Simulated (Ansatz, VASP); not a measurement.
One calculation of Cd, two programs

```
CELL_PARAMETERS angstrom
3.10274 0.00000 0.00000
-1.55137 2.68705 0.00000
0.00000 0.00000 5.85123
ATOMIC_POSITIONS crystal
Cd 0.33333 0.66667 0.25000
Cd 0.66667 0.33333 0.75000
```

Alike in both runs: task single point; functional RPBE; k mesh 6 × 6 × 4; occupations gaussian, width 0.1 eV; no spin polarisation.

```csv
,VASP,Ansatz
version,VASP 6.6.1,Ansatz 0.2.0
potentials or method,"VASP PAW PBE potentials, release 64 (Cd), cutoff 500 eV","scalar-relativistic, plane waves, PAW"
valence electrons in the cell,24,40
```

|  | VASP | Ansatz | Ansatz less VASP |
| --- | --- | --- | --- |
| gap on the k mesh at the Fermi level (eV) | none | none | - |
| pressure (GPa) | 0.5 | 0.4 | -0.18 |
| traceless stress, the component that is largest in VASP (GPa) | 0.57 | 0.63 | +0.066 |

VASP's potentials were made for PBE, not for RPBE. A gap of «none» marks a metal or a gap that the smearing closes. VASP's potentials hold 24 valence electrons a cell and Ansatz's 40, so a difference there can come from the potentials and not from the codes.

The k mesh is coarse, so the values compare programs but aren't converged.
